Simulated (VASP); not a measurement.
Here is a VASP 6.6.1 calculation.

Contents of INCAR:

```
PREC = Accurate
ENCUT = 520
EDIFF = 1E-6
ISMEAR = 0
SIGMA = 0.05
LREAL = F
LASPH = T
NELM = 100
ALGO = Normal
ISIF = 2
LWAVE = F
LCHARG = F
GGA = PE
NBANDS = 18
```

The input KPOINTS:

```
regular mesh
0
Gamma
  6 6 6
```

File POSCAR:

```
Yb
1.0
   -2.1787081677      2.1787081677      2.1787081677
    2.1787081677     -2.1787081677      2.1787081677
    2.1787081677      2.1787081677     -2.1787081677
Yb
1
Direct
    0.0000000000      0.0000000000      0.0000000000
```

Potentials or basis: VASP PAW PBE potentials, release 64 (Yb).

Run with:

```console
$ cat potpaw_PBE.64/Yb/POTCAR > POTCAR
$ mpirun -np 1 vasp_std > vasp.out
```

Estimate the pressure.

-2.9 GPa.

Estimate the band gap on the k mesh.

zero (band 12 reaches 1.26 eV, above the bottom of band 13 at 0.89 eV).

Caveat: spin-orbit coupling is left out, which moves the levels of the heavy elements. Spin polarisation is off, so any magnetic state and its effect on volume and gap are missing.
